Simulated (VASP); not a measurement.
# TaVN2 (P4/mmm) in VASP: a series of runs

TaVN2 is run at these levels: PBE; tasks: single point.

All numbers are computed with VASP 6.6.1; they aren't measurements. Logs are shortened: lines on timing, memory, paths and dates and some standing lists are left out, and cuts for length are marked.

**1. The cell of the first run**

Symmetry: P4/mmm, No. 123, tetragonal system. Conventional cell: a = 2.988 Å, b = 2.988 Å, c = 4.208 Å, α = 90.00°, β = 90.00°, γ = 90.00°. Ta (site symmetry 4/mmm) has 6 N at 2.10 to 2.11 Å within 2.8 Å. V (site symmetry 4/mmm) has 6 N at 2.10 to 2.11 Å within 2.8 Å. N (site symmetry 4/mmm) has 2 V at 2.10 Å and 4 Ta at 2.11 Å within 2.8 Å. Within 2.8 Å of N (site symmetry 4/mmm) lie 2 Ta at 2.10 Å and 4 V at 2.11 Å.

**2. Single point, PBE, collinear spin, ferromagnetic start**

Contents of INCAR:

```
SYSTEM = TaVN2
ALGO = Normal ; EDIFF = 1E-7
ENCUT = 520 ; GGA = PE
ISIF = 2 ; ISMEAR = -1
ISPIN = 2 ; LASPH = .TRUE.
LCHARG = .FALSE. ; LMAXMIX = 4
LORBIT = 11 ; LREAL = .FALSE.
LWAVE = .FALSE. ; MAGMOM = 0 2 0 0
NBANDS = 29 ; NELM = 150
PREC = Accurate ; SIGMA = 0.05
```

Contents of KPOINTS:

```
k-points
0
G
  9 9 6
  0 0 0
```

Contents of POSCAR:

```
TaVN2
1.0
    2.9876073466      0.0000000000      0.0000000000
    0.0000000000      2.9876073466      0.0000000000
    0.0000000000      0.0000000000      4.2083626574
Ta V N
1 1 2
Direct
    0.0000000000      0.0000000000      0.0000000000
    0.5000000000      0.5000000000      0.5000000000
    0.5000000000      0.5000000000      0.0000000000
    0.0000000000      0.0000000000      0.5000000000
```

Potentials or basis: VASP PAW PBE potentials, release 64 (Ta_pv, V_sv, N).

Run with:

```console
$ cat potpaw_PBE.64/Ta_pv/POTCAR potpaw_PBE.64/V_sv/POTCAR potpaw_PBE.64/N/POTCAR > POTCAR
$ mpirun -np 1 vasp_std > vasp.out
```

OUTCAR:

```text
SYSTEM = TaVN2
   EDIFF = 1E-7
   ENCUT = 520
   GGA = PE
   ISIF = 2
   ISMEAR = -1
   ISPIN = 2
   LASPH = .TRUE.
   LORBIT = 11
   LREAL = .FALSE.
   NELM = 150
   PREC = Accurate

 ion  position               nearest neighbor table
   1  0.000  0.000  0.000-   4 2.10   4 2.10   3 2.11   3 2.11   3 2.11   3 2.11   2 2.98   2 2.98
                             2 2.98   2 2.98   2 2.98   2 2.98   2 2.98   2 2.98
   2  0.500  0.500  0.500-   3 2.10   3 2.10   4 2.11   4 2.11   4 2.11   4 2.11   1 2.98   1 2.98
                             1 2.98   1 2.98   1 2.98   1 2.98   1 2.98   1 2.98
   3  0.500  0.500  0.000-   2 2.10   2 2.10   1 2.11   1 2.11   1 2.11   1 2.11
   4  0.000  0.000  0.500-   1 2.10   1 2.10   2 2.11   2 2.11   2 2.11   2 2.11

  LATTYP: Found a simple tetragonal cell.
 ALAT       =     2.9876073466
 C/A-ratio  =     1.4086063425

  Lattice vectors:

 A1 = (   2.9876073466,   0.0000000000,   0.0000000000)
 A2 = (   0.0000000000,   2.9876073466,   0.0000000000)
 A3 = (   0.0000000000,   0.0000000000,   4.2083626574)

Analysis of symmetry for initial positions (statically):
=====================================================================
 Subroutine PRICEL returns:
 Original cell was already a primitive cell.

 Routine SETGRP: Setting up the symmetry group for a
 simple tetragonal supercell.

 Subroutine GETGRP returns: Found 16 space group operations
 (whereof 16 operations were pure point group operations)
 out of a pool of 16 trial point group operations.

The static configuration has the point symmetry D_4h.

Analysis of symmetry for dynamics (positions and initial velocities):
=====================================================================
 Subroutine PRICEL returns:
 Original cell was already a primitive cell.

 Routine SETGRP: Setting up the symmetry group for a
 simple tetragonal supercell.

 Subroutine GETGRP returns: Found 16 space group operations
 (whereof 16 operations were pure point group operations)
 out of a pool of 16 trial point group operations.

The dynamic configuration has the point symmetry D_4h.

Analysis of structural, dynamic, and magnetic symmetry:
=====================================================================
 Subroutine PRICEL returns:
 Original cell was already a primitive cell.

 Routine SETGRP: Setting up the symmetry group for a
 simple tetragonal supercell.

 Subroutine GETGRP returns: Found 16 space group operations
 (whereof 16 operations were pure point group operations)
 out of a pool of 16 trial point group operations.

The overall configuration has the point symmetry D_4h.

 Subroutine INISYM returns: Found 16 space group operations
 (whereof 16 operations are pure point group operations),
 and found     1 'primitive' translations

----------------------------------------------------------------------------------------

                                     Primitive cell

  volume of cell :      37.5630

  direct lattice vectors                    reciprocal lattice vectors
     2.987607347  0.000000000  0.000000000     0.334716006  0.000000000  0.000000000
     0.000000000  2.987607347  0.000000000     0.000000000  0.334716006  0.000000000
     0.000000000  0.000000000  4.208362657     0.000000000  0.000000000  0.237622107

  length of vectors
     2.987607347  2.987607347  4.208362657     0.334716006  0.334716006  0.237622107

  position of ions in fractional coordinates (direct lattice)
     0.000000000  0.000000000  0.000000000
     0.500000000  0.500000000  0.500000000
     0.500000000  0.500000000  0.000000000
     0.000000000  0.000000000  0.500000000

  ion indices of the primitive-cell ions
   primitive index   ion index
                 1           1
                 2           2
                 3           3
                 4           4

----------------------------------------------------------------------------------------

 KPOINTS: k-points

Automatic generation of k-mesh.
 Grid dimensions read from file:
 generate k-points for:    9    9    6

 Generating k-lattice:

  Cartesian coordinates                     Fractional coordinates (reciprocal lattice)
     0.037190667  0.000000000  0.000000000     0.111111111  0.000000000  0.000000000
     0.000000000  0.037190667  0.000000000     0.000000000  0.111111111  0.000000000
     0.000000000  0.000000000  0.039603684     0.000000000  0.000000000  0.166666667

  Length of vectors
     0.037190667  0.037190667  0.039603684

  Shift w.r.t. Gamma in fractional coordinates (k-lattice)
     0.000000000  0.000000000  0.000000000

 Subroutine IBZKPT returns following result:
 ===========================================

 Found     60 irreducible k-points:

 Following reciprocal coordinates:
            Coordinates               Weight
  0.000000  0.000000  0.000000      1.000000
  0.111111  0.000000  0.000000      4.000000
  0.222222  0.000000  0.000000      4.000000
  0.333333  0.000000  0.000000      4.000000
  0.444444  0.000000  0.000000      4.000000
  0.111111  0.111111  0.000000      4.000000
[... 16 lines left out ...]
  0.333333  0.111111  0.166667     16.000000
  0.444444  0.111111  0.166667     16.000000
 [... further k-points ...]
   k-points           NKPTS =     60   k-points in BZ     NKDIM =     60   number of bands    NBANDS=     29
   number of dos      NEDOS =    301   number of ions     NIONS =      4
   total plane-waves  NPLWV =  18432
   dimension x,y,z NGX =    24 NGY =   24 NGZ =   32
   dimension x,y,z NGXF=    48 NGYF=   48 NGZF=   64
   ions per type =               1   1   2
   NGX,Y,Z   is equivalent  to a cutoff of  13.35, 13.35, 12.64 a.u.
   NGXF,Y,Z  is equivalent  to a cutoff of  26.71, 26.71, 25.28 a.u.
 SYSTEM =  TaVN2
   PREC   = accura    normal or accurate (medium, high low for compatibility)
   ISTART =      0    job   : 0-new  1-cont  2-samecut
   ICHARG =      2    charge: 1-file 2-atom 10-const
   ISPIN  =      2    spin polarized calculation?
   LNONCOLLINEAR =      F non collinear calculations
   LSORBIT =      F    spin-orbit coupling
   LASPH  =      T    aspherical Exc in radial PAW
   ENCUT  =  520.0 eV  38.22 Ry    6.18 a.u.   5.55  5.55  7.82*2*pi/ulx,y,z
   NELM   =    150;   NELMIN=  2; NELMDL= -5     # of ELM steps
   EDIFF  = 0.1E-06   stopping-criterion for ELM
   LREAL  =      F    real-space projection
   EDIFFG = 0.1E-05   stopping-criterion for IOM
   NSW    =      0    number of steps for IOM
   IBRION =     -1    ionic relax: 0-MD 1-quasi-New 2-CG
   NFREE  =      0    steps in history (QN), initial steepest desc. (CG)
   ISIF   =      2    stress and relaxation
   ISYM   =      2    0-nonsym 1-usesym 2-fastsym
   POTIM  = 0.5000    time-step for ionic-motion
   TEBEG  =    0.0;   TEEND  =   0.0 temperature during run
   PSTRESS=    0.0 pullay stress
   NELECT =      34.0000    total number of electrons
   NUPDOWN=      -1.0000    fix difference up-down
   EMIN   =  10.00;   EMAX   =-10.00  energy-range for DOS
   EFERMI =   0.00;   METHOD = LEGACY
   ISMEAR =    -1;   SIGMA  =   0.05  broadening in eV -4-tet -1-fermi 0-gaus
   EFERMI_NEDOS =   21; number of points for ismear=-14 and -15
   IALGO  =     38    algorithm
   IMIX   =      4    mixing-type and parameters
     AMIX     =   0.40;   BMIX     =  1.00
     AMIX_MAG =   1.60;   BMIX_MAG =  1.00
  volume/ion in A,a.u.               =       9.39        63.37
  Fermi-wavevector in a.u.,A,eV,Ry     =   1.583608  2.992586 34.120893  2.507815
  Thomas-Fermi vector in A             =   2.683353
   LORBIT       =     11    0 simple, 1 ext, 2 COOP (PROOUT), +10 PAW based schemes
   GGA     = PE    functional components
   LHFCALC =     F    Hartree Fock is set to
   AEXX    =    0.0000 exact exchange contribution
   IVDW    =     0    specifies the selected vdW correction
   LEPSILON=     F    determine dielectric tensor
   LRPA    =     F    only Hartree local field effects (RPA)
 spin polarized calculation
  energy-cutoff  :      520.00
  volume of cell :       37.56
 maximum number of plane-waves:      1031
 NGX is ok and might be reduce to    24
   NGX = 11   NGY = 11   NGZ = 15

 number of electron      34.0000000 magnetization      -0.0070439

 number of electron      34.0000000 magnetization       0.0001947

 Free energy of the ion-electron system (eV)
  ---------------------------------------------------
  ext. energy  EPLUGINS =         0.00000000
  ---------------------------------------------------
  free energy    TOTEN  =       -41.10904606 eV

  energy without entropy =      -41.08549953  energy(sigma->0) =      -41.09727279

 E-fermi :  10.9502     XC(G=0): -13.6726

 val. band max:       10.9476955632   @ k =   0.2222   0.1111   0.0000
 cond. band min:      10.9779377148   @ k =   0.4444   0.3333   0.5000
 fundamental gap:      0.0302421516
 Fermi energy:        10.9502281967

 spin component 1

 k-point     1 :       0.0000    0.0000    0.0000
  band No.  band energies     occupation
      1     -54.1773      1.00000
      2     -28.1063      1.00000
      3     -28.0018      1.00000
      4     -28.0018      1.00000
      5     -24.9833      1.00000
      6     -24.7222      1.00000
[... 757 lines left out ...]
     28      22.8323      0.00000
     29      23.4283      0.00000

 [... further k-points ...]

 spin component 2

 k-point     1 :       0.0000    0.0000    0.0000
  band No.  band energies     occupation
      1     -54.1771      1.00000
      2     -28.1061      1.00000
      3     -28.0016      1.00000
      4     -28.0016      1.00000
      5     -24.9833      1.00000
      6     -24.7222      1.00000
[... 757 lines left out ...]
     28      22.8324      0.00000
     29      23.4283      0.00000

 [... further k-points ...]
[... 5 lines left out ...]
  --------------------------------------------------------------------------------------
  -------------------------------------------------------------------------------------
  Total        4.7675755      4.7675755      4.1955471      0.0000000     -0.0000000      0.0000000
  in kB      203.3517750    203.3517750    178.9530014      0.0000000     -0.0000000      0.0000000
  external PRESSURE =     195.2188505 kB  Pullay stress =       0.0000000 kB

 VOLUME and BASIS-vectors are now :
 -----------------------------------------------------------------------------
  energy-cutoff  :      520.00
  volume of cell :       37.56
      direct lattice vectors                 reciprocal lattice vectors
     2.987607347  0.000000000  0.000000000     0.334716006  0.000000000  0.000000000
     0.000000000  2.987607347  0.000000000     0.000000000  0.334716006  0.000000000
     0.000000000  0.000000000  4.208362657     0.000000000  0.000000000  0.237622107

 POSITION                                       TOTAL-FORCE (eV/Angst)
 -----------------------------------------------------------------------------------
      0.00000      0.00000      0.00000         0.000000      0.000000      0.000000
      1.49380      1.49380      2.10418         0.000000      0.000000      0.000000
      1.49380      1.49380      0.00000         0.000000      0.000000      0.000000
      0.00000      0.00000      2.10418         0.000000      0.000000      0.000000
 -----------------------------------------------------------------------------------
    total drift:                                0.000000     -0.000000     -0.000000

  FREE ENERGIE OF THE ION-ELECTRON SYSTEM (eV)
  ---------------------------------------------------
  free  energy   TOTEN  =       -41.1090460563 eV

  energy  without entropy=      -41.0854995273  energy(sigma->0) =      -41.09727279

 total charge

# of ion       s       p       d       tot
------------------------------------------
    1        0.315   6.304   2.485   9.104
    2        2.216   6.238   3.211  11.665
    3        1.241   2.593   0.000   3.833
    4        1.240   2.540   0.000   3.780
--------------------------------------------------
tot          5.011  17.676   5.696  28.382

 magnetization (x)

# of ion       s       p       d       tot
------------------------------------------
    1        0.000  -0.000  -0.000  -0.000
    2        0.000   0.000   0.000   0.000
    3        0.000   0.000   0.000   0.000
    4       -0.000   0.000   0.000   0.000
--------------------------------------------------
tot          0.000   0.000   0.000   0.000
```

It took 2.4 min on 1 thread of Intel Xeon 6975P-C, shared host; peak memory 0.24 GiB.

What came out:

```
Free energy                                           : -41.1090 eV
Pressure                                              : 19.5 GPa
Band gap on the k mesh                                : zero (filled and empty bands overlap)
Net moment                                            : 0.00 μB per cell
Valence electrons inside the program's atomic spheres : Ta 9.10; V 11.66; N 3.83, 3.78
```

Caveat: spin-orbit coupling is left out, which moves the levels of the heavy elements.

**3. Single point, PBE, collinear spin, ferromagnetic start**

This run uses another cell than the first one, of 9.59 Å³/atom, 1.021 times its volume.

Contents of INCAR:

```
PREC = Accurate ; ENCUT = 520
EDIFF = 1E-6 ; ISMEAR = -1
SIGMA = 0.05 ; LREAL = False
LASPH = True ; NELM = 150
ALGO = Normal ; ISIF = 2
LWAVE = False ; LCHARG = False
ISPIN = 2 ; MAGMOM = 0 2 0 0
LORBIT = 11 ; LMAXMIX = 4
GGA = PE ; NBANDS = 29
```

Contents of KPOINTS:

```
Automatic mesh
0
Gamma
  9 9 6
```

Contents of POSCAR:

```
TaVN2
1.0
    3.0086475282      0.0000000000      0.0000000000
    0.0000000000      3.0086475282      0.0000000000
    0.0000000000      0.0000000000      4.2379999906
Ta V N
1 1 2
Direct
    0.0000000000      0.0000000000      0.0000000000
    0.5000000000      0.5000000000      0.5000000000
    0.5000000000      0.5000000000      0.0000000000
    0.0000000000      0.0000000000      0.5000000000
```

Potentials or basis: VASP PAW PBE potentials, release 64 (Ta_pv, V_sv, N).

Run with:

```console
$ cat potpaw_PBE.64/Ta_pv/POTCAR potpaw_PBE.64/V_sv/POTCAR potpaw_PBE.64/N/POTCAR > POTCAR
$ mpirun -np 1 vasp_std > vasp.out
```

Run time: 2.6 min. Hardware: 1 thread of Intel Xeon 6975P-C, shared host; peak memory 0.24 GiB.

It converged, with:

* Free energy: -41.1866 eV
* Pressure: 11.4 GPa
* Band gap on the k mesh: zero (filled and empty bands overlap)
* Net moment: 0.00 μB per cell
* Valence electrons inside the program's atomic spheres: Ta 9.05; V 11.62; N 3.81, 3.76

Stress tensor (GPa, compression positive):
```
12.20  0.00  0.00
 0.00 12.20  0.00
 0.00  0.00  9.74
```

Levels at points of the mesh, in eV from the Fermi level:
Spin up:
| k point | band 14 | band 15 | band 16 | band 17 | band 18 | band 19 | band 20 | band 21 |
| --- | --- | --- | --- | --- | --- | --- | --- | --- |
| (0.00, 0.00, 0.00) | -2.96 | -2.96 | -2.94 | -1.63 | -1.63 | -1.55 | -0.23 | -0.13 |
| (0.00, 0.00, 0.50) | -4.25 | -4.25 | -4.17 | -2.62 | 0.03 | 0.63 | 0.63 | 1.48 |
Spin down:
| k point | band 13 | band 14 | band 15 | band 16 | band 17 | band 18 | band 19 | band 20 | band 21 | band 22 |
| --- | --- | --- | --- | --- | --- | --- | --- | --- | --- | --- |
| (0.00, 0.00, 0.00) | -4.16 | -2.96 | -2.96 | -2.94 | -1.63 | -1.63 | -1.55 | -0.23 | -0.13 | 1.83 |
| (0.00, 0.00, 0.50) | -4.34 | -4.25 | -4.25 | -4.17 | -2.62 | 0.03 | 0.63 | 0.63 | 1.48 | 2.19 |

Caveat: spin-orbit coupling is left out, which moves the levels of the heavy elements. With open d or f shells a metallic result of PBE can be an artefact of self-interaction; +U or a hybrid may open a gap.

**4. Single point, PBE, collinear spin, ferromagnetic start**

This run uses another cell than the first one, of 9.79 Å³/atom, 1.043 times its volume.

Contents of INCAR:

```
SYSTEM = TaVN2
ALGO = Normal
EDIFF = 1E-6
ENCUT = 520
GGA = PE
ISIF = 2
ISMEAR = -1
ISPIN = 2
LASPH = .True.
LCHARG = .True.
LELF = .True.
LMAXMIX = 4
LORBIT = 11
LREAL = .False.
LVHAR = .True.
LWAVE = .False.
MAGMOM = 0 2 0 0
NBANDS = 29
NELM = 150
PREC = Accurate
SIGMA = 0.05
```

Contents of KPOINTS:

```
k-points
0
Gamma
  9 9 6
  0 0 0
```

Contents of POSCAR:

```
TaVN2
1.0
    3.0293974772      0.0000000000      0.0000000000
    0.0000000000      3.0293974772      0.0000000000
    0.0000000000      0.0000000000      4.2672285004
Ta V N
1 1 2
Direct
    0.0000000000      0.0000000000      0.0000000000
    0.5000000000      0.5000000000      0.5000000000
    0.5000000000      0.5000000000      0.0000000000
    0.0000000000      0.0000000000      0.5000000000
```

Run with:

```console
$ cat potpaw_PBE.64/Ta_pv/POTCAR potpaw_PBE.64/V_sv/POTCAR potpaw_PBE.64/N/POTCAR > POTCAR
$ mpirun -np 1 vasp_std > vasp.out
```

It took 1.8 min on 1 thread of Intel Xeon 6975P-C, shared host; peak memory 0.24 GiB.

It converged, with:

- Free energy: -41.2511 eV
- Pressure: 6.2 GPa
- Net moment: 1.05 μB per cell
- Site moments: Ta -0.05; V +1.00; N +0.02 μB
- Valence electrons inside the program's atomic spheres: Ta 8.99; V 11.59; N 3.80, 3.75

Stress tensor (GPa, compression positive):
```
6.27 0.00 0.00
0.00 6.27 0.00
0.00 0.00 5.97
```

Levels at points of the mesh, in eV from the Fermi level:
Spin up:
```
           k point  band 15  band 16  band 17  band 18  band 19  band 20
(0.00, 0.00, 0.00)    -2.94    -2.94    -1.89    -1.89    -1.76    -0.44
(0.00, 0.00, 0.50)    -4.19    -4.11    -2.84    -0.22     0.15     0.15
```
Spin down:
```csv
k point,band 14,band 15,band 16,band 17,band 18,band 19,band 20,band 21
"(0.00, 0.00, 0.00)",-2.92,-2.92,-2.87,-1.23,-1.23,-1.20,0.06,0.15
"(0.00, 0.00, 0.50)",-4.19,-4.19,-4.12,-2.17,0.39,1.30,1.30,1.37
```

Caveat: spin-orbit coupling is left out, which moves the levels of the heavy elements. With open d or f shells a metallic result of PBE can be an artefact of self-interaction; +U or a hybrid may open a gap.

(Part 1 of 2 ends here.)
